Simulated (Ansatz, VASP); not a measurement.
**Two plane-wave programs on CsBr**

```xyz
2
Lattice="4.2062 0.0000 0.0000 0.0000 4.2062 0.0000 0.0000 0.0000 4.2062" Properties=species:S:1:pos:R:3 pbc="T T T"
Cs    0.0000    0.0000    0.0000
Br    2.1031    2.1031    2.1031
```

Alike in both runs: task single point; functional PBE; k mesh 6 × 6 × 6; occupations gaussian, width 0.02 eV; no spin polarisation.

|  | VASP | Ansatz |
| --- | --- | --- |
| version | VASP 6.6.1 | Ansatz 0.2.0 |
| potentials or method | VASP PAW PBE potentials, release 64 (Cs_sv, Br), cutoff 500 eV | scalar-relativistic, plane waves, PAW |
| valence electrons in the cell | 16 | 16 |

VASP gave:

* gap on the k mesh at the Fermi level (eV): 4.74
* least direct gap on the mesh (eV): 4.74
* pressure (GPa): 2.2

Estimate Ansatz's values.

gap on the k mesh at the Fermi level (eV): 4.75; least direct gap on the mesh (eV): 4.75; pressure (GPa): 2.2.

Spin-orbit coupling is off throughout.
